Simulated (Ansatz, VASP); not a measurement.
## Hf in VASP and in Ansatz

```
CELL_PARAMETERS angstrom
3.11801 0.00000 0.00000
-1.55901 2.70028 0.00000
0.00000 0.00000 25.89320
ATOMIC_POSITIONS crystal
Hf 0.00000 0.00000 0.31298
Hf 0.33333 0.66667 0.40252
Hf 0.00000 0.00000 0.50000
Hf 0.33333 0.66667 0.59748
Hf 0.00000 0.00000 0.68702
```

Alike in both runs: functional LDA; k mesh 12 × 12 × 1; occupations fermi-dirac, width 0.08 eV; no spin polarisation.

Ansatz relaxed the structure, and its values are those at the end. VASP's run is a single point on that final structure, the one shown.

```csv
,VASP,Ansatz
version,VASP 6.6.1,Ansatz 0.2.0
potentials or method,"VASP PAW LDA potentials, release 64 (Hf_pv)","PAW with Ansatz's default frozen-core files, scalar-relativistic"
plane-wave cutoff (eV),520,420
valence electrons in the cell,50,130
```

```tsv
	VASP	Ansatz	Ansatz less VASP
rms of the force components (eV/Å)	0.009	0.002	-0.0064
```

LDA's correlation is that of Perdew and Zunger in VASP and of Perdew and Wang (1992) in Ansatz. VASP's potentials hold 50 valence electrons a cell and Ansatz's 130, so a difference there can come from the potentials and not from the codes. Ansatz's warnings: stress scf threshold loose.

Neither program's run includes spin-orbit coupling.
